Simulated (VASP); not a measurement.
## Mg: single point with LDA

Crystal: Mg.

```
Mg
1.0
     3.13250    0.00000    0.00000
    -1.56625    2.71283    0.00000
     0.00000    0.00000    5.08489
Mg
2
Direct
  0.33333 0.66667 0.25000
  0.66667 0.33333 0.75000
```

```yaml
Program: VASP 6.6.1
Task: single point
Functional: LDA
Potentials_or_basis: VASP PAW LDA potentials, release 64 (Mg)
Cutoff: 520 eV
k_mesh: 12 × 12 × 6
Occupations: methfessel-paxton, width 0.6 eV
Spin: no spin polarisation
Dipole_correction: no
Further_INCAR_settings: ALGO = Normal; EDIFF = 1e-07; NBANDS = 9
```

| Item | Value |
| --- | --- |
| Pressure | -0.3 GPa |
| Band gap on the k mesh | zero (bands 2 and 3 overlap by 2.29 eV) |

Stress tensor (GPa, compression positive):
```
-0.15  0.00  0.00
 0.00 -0.15  0.00
 0.00  0.00 -0.68
```

Levels at points of the mesh, in eV from the Fermi level:
```tsv
k point	band 1	band 2	band 3	band 4	band 5	band 6	band 7
(0.00, 0.00, 0.00)	-7.18	-1.74	-1.26	11.25	11.25	11.42	11.42
(0.50, 0.00, 0.00)	-2.22	-2.19	2.75	3.10	3.42	3.83	7.13
(0.00, 0.00, 0.50)	-5.73	-5.73	5.21	5.21	12.01	12.01	12.01
(0.50, 0.00, 0.50)	-1.14	-1.14	-0.44	-0.44	8.25	8.25	8.33
```

Run time: 34 s on 1 thread of AMD EPYC 7R13 (shared host), peak memory 0.13 GiB.

Caveat: so wide a smearing shifts energies and pressures.
